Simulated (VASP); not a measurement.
# Na3I2 (R-3c) in VASP: a series of runs, part 2 of 2

VASP 6.6.1.

## (3) Relaxation of cell and atoms, PBE

This run uses another cell than the first one, of 29.96 Å³/atom.

INCAR

```
SYSTEM = Na3I2
PREC = Accurate ; ENCUT = 500
EDIFF = 1E-7 ; ISMEAR = 0
SIGMA = 0.1 ; LREAL = .FALSE.
LASPH = .TRUE. ; NELM = 120
ALGO = Normal ; ISIF = 3
LWAVE = .FALSE. ; LCHARG = .FALSE.
GGA = PE ; IBRION = 2
NSW = 90 ; EDIFFG = -0.04
GGA_COMPAT = .FALSE. ; NELMIN = 4
```

KPOINTS

```
regular mesh
0
G
  3 3 3
  0 0 0
```

POSCAR

```
Na3I2
1.0
    3.6220260719      2.0911777276      6.5926313727
   -3.6220260719      2.0911777276      6.5926313727
    0.0000000000     -4.1823554553      6.5926313727
Na I
6 4
Direct
    0.0562500000      0.4437500000      0.7500000000
    0.7500000000      0.0562500000      0.4437500000
    0.4437500000      0.7500000000      0.0562500000
    0.9437500000      0.5562500000      0.2500000000
    0.2500000000      0.9437500000      0.5562500000
    0.5562500000      0.2500000000      0.9437500000
    0.8521800000      0.8521800000      0.8521800000
    0.6478200000      0.6478200000      0.6478200000
    0.1478200000      0.1478200000      0.1478200000
    0.3521800000      0.3521800000      0.3521800000
```

Potentials or basis: VASP PAW PBE potentials, release 64 (Na_pv, I).

Run with:

```
$ cat potpaw_PBE.64/Na_pv/POTCAR potpaw_PBE.64/I/POTCAR > POTCAR
$ mpirun -np 1 vasp_std > vasp.out
```

OUTCAR:

```text
SYSTEM = Na3I2
   PREC = Accurate
   ENCUT = 500
   EDIFF = 1E-7
   ISMEAR = 0
   LREAL = .FALSE.
   LASPH = .TRUE.
   NELM = 120
   ISIF = 3
   GGA = PE
   IBRION = 2
   NSW = 90
   EDIFFG = -0.04
   NELMIN = 4

 ion  position               nearest neighbor table
   1  0.056  0.444  0.750-   9 2.82  10 2.82   7 3.00   8 3.00
   2  0.750  0.056  0.444-  10 2.82   9 2.82   8 3.00   7 3.00
   3  0.444  0.750  0.056-   9 2.82  10 2.82   7 3.00   8 3.00
   4  0.944  0.556  0.250-   7 2.82   8 2.82   9 3.00  10 3.00
   5  0.250  0.944  0.556-   8 2.82   7 2.82  10 3.00   9 3.00
   6  0.556  0.250  0.944-   7 2.82   8 2.82   9 3.00  10 3.00
   7  0.852  0.852  0.852-   6 2.82   5 2.82   4 2.82   3 3.00   1 3.00   2 3.00
   8  0.648  0.648  0.648-   5 2.82   6 2.82   4 2.82   2 3.00   1 3.00   3 3.00
   9  0.148  0.148  0.148-   3 2.82   2 2.82   1 2.82   6 3.00   4 3.00   5 3.00
  10  0.352  0.352  0.352-   2 2.82   3 2.82   1 2.82   5 3.00   4 3.00   6 3.00

  LATTYP: Found a trigonal (rhomboedric) cell.
 ALAT       =     7.8073609863
 COS(alpha) =     0.5695481095

  Lattice vectors:

 A1 = (   3.6220260719,   2.0911777276,   6.5926313727)
 A2 = (  -3.6220260719,   2.0911777276,   6.5926313727)
 A3 = (   0.0000000000,  -4.1823554553,   6.5926313727)

Analysis of symmetry for initial positions (statically):
=====================================================================
 Subroutine PRICEL returns:
 Original cell was already a primitive cell.

 Routine SETGRP: Setting up the symmetry group for a
 trigonal (rhombohedral) supercell.

 Subroutine GETGRP returns: Found 12 space group operations
 (whereof  6 operations were pure point group operations)
 out of a pool of 12 trial point group operations.

The static configuration has the point symmetry S_6 .
 The point group associated with its full space group is D_3d.

Analysis of symmetry for dynamics (positions and initial velocities):
=====================================================================
 Subroutine PRICEL returns:
 Original cell was already a primitive cell.

 Routine SETGRP: Setting up the symmetry group for a
 trigonal (rhombohedral) supercell.

 Subroutine GETGRP returns: Found 12 space group operations
 (whereof  6 operations were pure point group operations)
 out of a pool of 12 trial point group operations.

The dynamic configuration has the point symmetry S_6 .
 The point group associated with its full space group is D_3d.

 Subroutine INISYM returns: Found 12 space group operations
 (whereof  6 operations are pure point group operations),
 and found     1 'primitive' translations

----------------------------------------------------------------------------------------

                                     Primitive cell

  volume of cell :     299.6074

  direct lattice vectors                    reciprocal lattice vectors
     3.622026072  2.091177728  6.592631373     0.138044285  0.079699905  0.050561500
    -3.622026072  2.091177728  6.592631373    -0.138044285  0.079699905  0.050561500
     0.000000000 -4.182355455  6.592631373     0.000000000 -0.159399810  0.050561500

  length of vectors
     7.807360986  7.807360986  7.807360986     0.167226687  0.167226687  0.167226687

  position of ions in fractional coordinates (direct lattice)
     0.056250000  0.443750000  0.750000000
     0.750000000  0.056250000  0.443750000
     0.443750000  0.750000000  0.056250000
     0.943750000  0.556250000  0.250000000
[... 32 lines left out ...]
    -0.046014762  0.026566635  0.016853833     0.000000000  0.333333333  0.000000000
     0.000000000 -0.053133270  0.016853833     0.000000000  0.000000000  0.333333333

  Length of vectors
     0.055742229  0.055742229  0.055742229

  Shift w.r.t. Gamma in fractional coordinates (k-lattice)
     0.000000000  0.000000000  0.000000000

 Subroutine IBZKPT returns following result:
 ===========================================

 Found      6 irreducible k-points:

 Following reciprocal coordinates:
            Coordinates               Weight
  0.000000  0.000000  0.000000      1.000000
  0.333333  0.000000  0.000000      6.000000
  0.333333  0.333333  0.000000      6.000000
 -0.333333  0.333333  0.000000      6.000000
  0.333333  0.333333  0.333333      2.000000
 -0.333333  0.333333  0.333333      6.000000
   k-points           NKPTS =      6   k-points in BZ     NKDIM =      6   number of bands    NBANDS=     42
   number of dos      NEDOS =    301   number of ions     NIONS =     10
   total plane-waves  NPLWV = 216000
   dimension x,y,z NGX =    60 NGY =   60 NGZ =   60
   dimension x,y,z NGXF=   120 NGYF=  120 NGZF=  120
   ions per type =               6   4
   NGX,Y,Z   is equivalent  to a cutoff of  12.78, 12.78, 12.78 a.u.
   NGXF,Y,Z  is equivalent  to a cutoff of  25.55, 25.55, 25.55 a.u.
 SYSTEM =  Na3I2
   PREC   = accura    normal or accurate (medium, high low for compatibility)
   ISTART =      0    job   : 0-new  1-cont  2-samecut
   ICHARG =      2    charge: 1-file 2-atom 10-const
   ISPIN  =      1    spin polarized calculation?
   LNONCOLLINEAR =      F non collinear calculations
   LSORBIT =      F    spin-orbit coupling
   LASPH  =      T    aspherical Exc in radial PAW
   ENCUT  =  500.0 eV  36.75 Ry    6.06 a.u.  14.23 14.23 14.23*2*pi/ulx,y,z
   NELM   =    120;   NELMIN=  4; NELMDL= -5     # of ELM steps
   EDIFF  = 0.1E-06   stopping-criterion for ELM
   LREAL  =      F    real-space projection
   EDIFFG = -.4E-01   stopping-criterion for IOM
   NSW    =     90    number of steps for IOM
   IBRION =      2    ionic relax: 0-MD 1-quasi-New 2-CG
   NFREE  =      1    steps in history (QN), initial steepest desc. (CG)
   ISIF   =      3    stress and relaxation
   ISYM   =      2    0-nonsym 1-usesym 2-fastsym
   POTIM  = 0.5000    time-step for ionic-motion
   TEBEG  =    0.0;   TEEND  =   0.0 temperature during run
   PSTRESS=    0.0 pullay stress
   NELECT =      70.0000    total number of electrons
   NUPDOWN=      -1.0000    fix difference up-down
   EMIN   =  10.00;   EMAX   =-10.00  energy-range for DOS
   EFERMI =   0.00;   METHOD = LEGACY
   ISMEAR =     0;   SIGMA  =   0.10  broadening in eV -4-tet -1-fermi 0-gaus
   EFERMI_NEDOS =   21; number of points for ismear=-14 and -15
   IALGO  =     38    algorithm
   IMIX   =      4    mixing-type and parameters
     AMIX     =   0.40;   BMIX     =  1.00
     AMIX_MAG =   1.60;   BMIX_MAG =  1.00
  volume/ion in A,a.u.               =      29.96       202.19
  Fermi-wavevector in a.u.,A,eV,Ry     =   1.008301  1.905412 13.832634  1.016670
  Thomas-Fermi vector in A             =   2.141159
   LORBIT       =      0    0 simple, 1 ext, 2 COOP (PROOUT), +10 PAW based schemes
   GGA     = PE    functional components
   LHFCALC =     F    Hartree Fock is set to
   AEXX    =    0.0000 exact exchange contribution
   IVDW    =     0    specifies the selected vdW correction
   LEPSILON=     F    determine dielectric tensor
   LRPA    =     F    only Hartree local field effects (RPA)
 conjugate gradient relaxation of ions
 non-spin polarized calculation
 Gauss-broadening in eV      SIGMA  =   0.10
  energy-cutoff  :      500.00
  volume of cell :      299.61
 maximum number of plane-waves:      7627
 NGX is ok and might be reduce to    60
   NGX = 29   NGY = 29   NGZ = 29

--------------------------------------- Ionic step        1  -------------------------------------------

 number of electron      69.9999982 magnetization

 Free energy of the ion-electron system (eV)
  ---------------------------------------------------
  ext. energy  EPLUGINS =         0.00000000
  ---------------------------------------------------
  free energy    TOTEN  =       -19.80972282 eV

  energy without entropy =      -19.78285289  energy(sigma->0) =      -19.79628786

------------------------ aborting loop because EDIFF is reached ----------------------------------------

  FORCE on cell =-STRESS in cart. coord.  units (eV):
  Direction    XX          YY          ZZ          XY          YZ          ZX
  --------------------------------------------------------------------------------------
  -------------------------------------------------------------------------------------
  Total       15.3056216     15.3056216     14.7464706     -0.0000000     -0.0000000      0.0000000
  in kB       81.8481737     81.8481737     78.8580641     -0.0000000     -0.0000000      0.0000000
  external PRESSURE =      80.8514705 kB  Pullay stress =       0.0000000 kB
[... 163 lines left out ...]
--------------------------------------- Ionic step        5  -------------------------------------------

 number of electron      69.9999990 magnetization

 Free energy of the ion-electron system (eV)
  ---------------------------------------------------
  ext. energy  EPLUGINS =         0.00000000
  ---------------------------------------------------
  free energy    TOTEN  =       -22.22870820 eV

  energy without entropy =      -22.22327759  energy(sigma->0) =      -22.22599289

 E-fermi :   2.9028     XC(G=0):  -6.6312

 val. band max:        2.7708974605   @ k =  -0.3333   0.3333   0.0000
 cond. band min:       2.9854177783   @ k =   0.3333   0.3333   0.3333
 fundamental gap:      0.2145203179
 Fermi energy:         2.9028171695

 k-point     1 :       0.0000    0.0000    0.0000
  band No.  band energies     occupation
      1     -23.5259      2.00000
      2     -23.5258      2.00000
      3     -23.5258      2.00000
      4     -23.5251      2.00000
      5     -23.5250      2.00000
      6     -23.5250      2.00000
[... 296 lines left out ...]
  FREE ENERGIE OF THE ION-ELECTRON SYSTEM (eV)
  ---------------------------------------------------
  free  energy   TOTEN  =       -22.2287081975 eV

  energy  without entropy=      -22.2232775903  energy(sigma->0) =      -22.22599289

 reached required accuracy - stopping structural energy minimisation
```

Run time: 13 min. Hardware: 1 thread of Oxide Virtual Turin-like, shared host; peak memory 0.51 GiB.

Results:

```
Free energy                           : -22.2287 eV
Relaxed volume                        : 43.09 Å³/atom
Relaxed cell                          : a = 8.798 Å, b = 8.798 Å, c = 8.798 Å, α = 55.46°, β = 55.46°, γ = 55.46°
Space group after relaxing (to 0.1 Å) : R-3c (No. 167)
Energy gained by relaxing             : 241.9 meV/atom
Ionic steps                           : 5
Pressure after relaxing               : 0.0 GPa
Largest force after relaxing          : 0.039 eV/Å
Band gap on the k mesh                : 0.21 eV (least direct gap 0.36 eV)
```

Forces on the atoms (eV/Å):
```
Na  -0.022  0.000  0.000
Na   0.011 -0.019  0.000
Na   0.011  0.019  0.000
Na   0.022  0.000  0.000
Na  -0.011  0.019  0.000
Na  -0.011 -0.019  0.000
I    0.000  0.000 -0.039
I    0.000  0.000  0.039
I    0.000  0.000  0.039
I    0.000  0.000 -0.039
```

Step by step:
```tsv
step	energy change (eV)	largest force (eV/Å)	pressure (GPa)	volume (Å³)
1	0.0000	0.2248	8.09	299.61
2	-2.0598	0.0870	2.16	370.06
3	-2.3780	0.0517	0.61	408.46
4	-2.4176	0.0403	0.10	426.68
5	-2.4190	0.0386	0.00	430.86
```

Final structure:
```xyz
10
Lattice="4.0941 2.3637 7.4205 -4.0941 2.3637 7.4205 0.0000 -4.7274 7.4205" Properties=species:S:1:pos:R:3 pbc="T T T"
Na   -1.5944   -2.3637    9.2756
Na    2.8443   -0.1990    9.2756
Na   -1.2498    2.5627    9.2756
Na    1.5944    2.3637   12.9858
Na   -2.8443    0.1990   12.9858
Na    1.2498   -2.5627   12.9858
I     0.0000    0.0000   18.9499
I     0.0000    0.0000   14.4422
I     0.0000    0.0000    3.3115
I     0.0000    0.0000    7.8192
```

Caveat: the volume moved by over 15 % at a fixed basis, so the end points are rough; spin-orbit coupling is left out, which moves the levels of the heavy elements. A k mesh can miss the band edges.

## (4) Single point, PBE

This run uses another cell than the first one, of 43.43 Å³/atom.

INCAR

```
PREC = Accurate
ENCUT = 500
EDIFF = 1E-6
ISMEAR = 0
SIGMA = 0.01
LREAL = F
LASPH = T
NELM = 120
ALGO = Normal
ISIF = 2
LWAVE = F
LCHARG = F
GGA = PE
NBANDS = 46
GGA_COMPAT = F
```

KPOINTS

```
regular mesh
0
Gamma
  6 6 6
```

POSCAR

```
Na3I2
1.0
    4.0172393605      2.3193542262      7.7694273877
   -4.0172393605      2.3193542262      7.7694273877
    0.0000000000     -4.6387084524      7.7694273877
Na I
6 4
Direct
    0.5643849060      0.9356150940      0.2500000000
    0.2500000000      0.5643849060      0.9356150940
    0.9356150940      0.2500000000      0.5643849060
    0.4356150940      0.0643849060      0.7500000000
    0.7500000000      0.4356150940      0.0643849060
    0.0643849060      0.7500000000      0.4356150940
    0.3441582998      0.3441582998      0.3441582998
    0.1558417002      0.1558417002      0.1558417002
    0.6558417002      0.6558417002      0.6558417002
    0.8441582998      0.8441582998      0.8441582998
```

Potentials or basis: VASP PAW PBE potentials, release 64 (Na_pv, I).

Run with:

```
$ cat potpaw_PBE.64/Na_pv/POTCAR potpaw_PBE.64/I/POTCAR > POTCAR
$ mpirun -np 1 vasp_std > vasp.out
```

OUTCAR:

```text
PREC = Accurate
   ENCUT = 500
   EDIFF = 1E-6
   ISMEAR = 0
   LREAL = F
   LASPH = T
   NELM = 120
   ISIF = 2
   GGA = PE

 ion  position               nearest neighbor table
   1  0.564  0.936  0.250-
   2  0.250  0.564  0.936-
   3  0.936  0.250  0.564-
   4  0.436  0.064  0.750-
   5  0.750  0.436  0.064-
   6  0.064  0.750  0.436-
   7  0.344  0.344  0.344-
   8  0.156  0.156  0.156-
   9  0.656  0.656  0.656-
  10  0.844  0.844  0.844-

  LATTYP: Found a trigonal (rhomboedric) cell.
 ALAT       =     9.0488462269
 COS(alpha) =     0.6058159947

  Lattice vectors:

 A1 = (   4.0172393605,   2.3193542262,   7.7694273877)
 A2 = (  -4.0172393605,   2.3193542262,   7.7694273877)
 A3 = (   0.0000000000,  -4.6387084524,   7.7694273877)

Analysis of symmetry for initial positions (statically):
=====================================================================
 Subroutine PRICEL returns:
 Original cell was already a primitive cell.

 Routine SETGRP: Setting up the symmetry group for a
 trigonal (rhombohedral) supercell.

 Subroutine GETGRP returns: Found 12 space group operations
 (whereof  6 operations were pure point group operations)
 out of a pool of 12 trial point group operations.

The static configuration has the point symmetry S_6 .
 The point group associated with its full space group is D_3d.

Analysis of symmetry for dynamics (positions and initial velocities):
=====================================================================
 Subroutine PRICEL returns:
 Original cell was already a primitive cell.

 Routine SETGRP: Setting up the symmetry group for a
 trigonal (rhombohedral) supercell.

[... 144 lines left out ...]
  Thomas-Fermi vector in A             =   2.012651
   LORBIT       =      0    0 simple, 1 ext, 2 COOP (PROOUT), +10 PAW based schemes
   GGA     = PE    functional components
   LHFCALC =     F    Hartree Fock is set to
   AEXX    =    0.0000 exact exchange contribution
   IVDW    =     0    specifies the selected vdW correction
   LEPSILON=     F    determine dielectric tensor
   LRPA    =     F    only Hartree local field effects (RPA)
 non-spin polarized calculation
 Gauss-broadening in eV      SIGMA  =   0.01
  energy-cutoff  :      500.00
  volume of cell :      434.35
 maximum number of plane-waves:     11081
 NGX is ok and might be reduce to    70
   NGX = 33   NGY = 33   NGZ = 33

 number of electron      69.9999988 magnetization

 Free energy of the ion-electron system (eV)
  ---------------------------------------------------
  ext. energy  EPLUGINS =         0.00000000
  ---------------------------------------------------
  free energy    TOTEN  =       -22.25361442 eV

  energy without entropy =      -22.25336341  energy(sigma->0) =      -22.25348892

 E-fermi :   2.7784     XC(G=0):  -6.6085

 val. band max:        2.7736405013   @ k =  -0.1667   0.5000   0.1667
 cond. band min:       2.8021123125   @ k =  -0.3333   0.3333   0.1667
 fundamental gap:      0.0284718112
 Fermi energy:         2.7784009835

 k-point     1 :       0.0000    0.0000    0.0000
  band No.  band energies     occupation
      1     -23.5995      2.00000
      2     -23.5993      2.00000
      3     -23.5993      2.00000
      4     -23.5990      2.00000
      5     -23.5988      2.00000
      6     -23.5988      2.00000
[... 1165 lines left out ...]
     45       5.4688      0.00000
     46       5.5489      0.00000

 [... further k-points ...]

------------------------ aborting loop because EDIFF is reached ----------------------------------------

  FORCE on cell =-STRESS in cart. coord.  units (eV):
  Direction    XX          YY          ZZ          XY          YZ          ZX
  --------------------------------------------------------------------------------------
  -------------------------------------------------------------------------------------
  Total       -0.0140256     -0.0140256     -0.0143678     -0.0000000      0.0000000      0.0000000
  in kB       -0.0517366     -0.0517366     -0.0529986     -0.0000000      0.0000000      0.0000000
  external PRESSURE =      -0.0521573 kB  Pullay stress =       0.0000000 kB

 VOLUME and BASIS-vectors are now :
 -----------------------------------------------------------------------------
  energy-cutoff  :      500.00
  volume of cell :      434.35
      direct lattice vectors                 reciprocal lattice vectors
     4.017239360  2.319354226  7.769427388     0.124463582  0.071859082  0.042903205
    -4.017239360  2.319354226  7.769427388    -0.124463582  0.071859082  0.042903205
     0.000000000 -4.638708452  7.769427388     0.000000000 -0.143718165  0.042903205

 POSITION                                       TOTAL-FORCE (eV/Angst)
 -----------------------------------------------------------------------------------
     -1.49132      2.31935     13.59650         0.000053     -0.000000      0.000000
     -1.26296     -2.45120     13.59650        -0.000026      0.000046      0.000000
      2.75428      0.13184     13.59650        -0.000026     -0.000046      0.000000
      1.49132     -2.31935      9.71178        -0.000053     -0.000000     -0.000000
      1.26296      2.45120      9.71178         0.000026     -0.000046      0.000000
     -2.75428     -0.13184      9.71178         0.000026      0.000046      0.000000
      0.00000      0.00000      8.02174        -0.000000      0.000000      0.001884
      0.00000      0.00000      3.63240        -0.000000     -0.000000     -0.001884
      0.00000      0.00000     15.28654        -0.000000      0.000000     -0.001884
      0.00000      0.00000     19.67588        -0.000000      0.000000      0.001884
 -----------------------------------------------------------------------------------
    total drift:                               -0.000000      0.000000     -0.000000

  FREE ENERGIE OF THE ION-ELECTRON SYSTEM (eV)
  ---------------------------------------------------
  free  energy   TOTEN  =       -22.2536144226 eV

  energy  without entropy=      -22.2533634087  energy(sigma->0) =      -22.25348892
```

It took 23 min on 1 thread of Oxide Virtual Turin-like, shared host; peak memory 0.87 GiB.

What came out:

- Free energy: -22.2536 eV
- Pressure: 0.0 GPa
- Band gap on the k mesh: zero (bands 35 and 36 overlap by 0.53 eV)

Levels at points of the mesh, in eV from the Fermi level:
```csv
k point,band 31,band 32,band 33,band 34,band 35,band 36,band 37,band 38,band 39,band 40
"(0.00, 0.00, 0.00)",-4.40,-4.40,-4.35,-4.34,-1.49,0.43,0.77,0.77,1.34,1.34
"(0.50, 0.00, 0.00)",-4.36,-4.36,-4.35,-4.35,-0.09,-0.09,1.09,1.09,1.24,1.24
"(0.50, 0.50, 0.00)",-4.44,-4.43,-4.41,-4.27,0.11,0.19,0.21,0.37,0.83,1.70
"(0.50, 0.50, 0.50)",-4.43,-4.43,-4.43,-4.43,-0.41,-0.41,1.52,1.52,1.52,1.52
```

Caveat: spin-orbit coupling is left out, which moves the levels of the heavy elements.

## (5) Overview

| task | cell | k mesh | smearing | gap on the mesh (eV) | pressure (GPa) | largest force (eV/Å) |
| --- | --- | --- | --- | --- | --- | --- |
| single point | a = 8.853 Å, angles 54.5°, 10 atoms, atomic positions A | 3 × 3 × 3 | gaussian 0.1 eV | 0.14 | 0.1 | 0.01 |
| relaxation of cell and atoms | relaxed from a = 7.807 Å, angles 55.3°, 10 atoms, atomic positions B | 3 × 3 × 3 | gaussian 0.1 eV | 0.21 | 0.0 | 0.04 |
| single point | a = 9.049 Å, angles 52.7°, 10 atoms, atomic positions C | 6 × 6 × 6 | gaussian 0.01 eV | none | 0.0 | - |

Alike in all rows: level PBE; potentials or basis VASP PAW PBE potentials, release 64 (Na_pv, I); no spin polarisation; cutoff (eV) 500.

Caveats: spin-orbit coupling is left out, which moves the levels of the heavy elements; the volume moved by over 15 % at a fixed basis, so the end points are rough (at least some runs).

Total energies depend on the potentials used, so only differences within one code and one set of settings carry meaning.

The gap in the log of VASP goes by the Fermi energy; the results here count the filled bands.